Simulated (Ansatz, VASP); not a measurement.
Ta4O: VASP beside Ansatz

```
Ta O
1.0
     4.26798    0.00000    0.00000
     0.00000    4.26798    0.00000
     0.00000    0.00000    4.26798
Ta O
4 1
Direct
  0.00000 0.00000 0.00000
  0.50000 0.50000 0.00000
  0.50000 0.00000 0.50000
  0.00000 0.50000 0.50000
  0.50000 0.50000 0.50000
```

Change from the starting cell: species swapped into the Mn4N type (Pm-3m, No. 221).

Alike in both runs: task single point; functional PBE; k mesh 4 × 4 × 4; occupations gaussian, width 0.1 eV; collinear spin.

|  | VASP | Ansatz |
| --- | --- | --- |
| version | VASP 6.6.1 | Ansatz 0.2.0 |
| potentials or method | VASP PAW PBE potentials, release 64 (Ta_pv, O), cutoff 520 eV | scalar-relativistic, plane waves, PAW |
| valence electrons in the cell | 50 | 58 |

|  | VASP | Ansatz | Ansatz less VASP |
| --- | --- | --- | --- |
| gap on the k mesh at the Fermi level (eV) | none | none | - |
| pressure (GPa) | 4.1 | 3.8 | -0.25 |
| net moment per atom (μB) | 0.00 | 0.00 | 0.000 |

A gap of «none» marks a metal or a gap that the smearing closes. The functional is the same, so the differences come from potentials, cutoffs and numerics. VASP's potentials hold 50 valence electrons a cell and Ansatz's 58, so a difference there can come from the potentials and not from the codes. Ansatz's warnings: seeded moment not kept.

The k mesh is coarse, so the values compare programs but aren't converged. Neither program's run includes spin-orbit coupling.
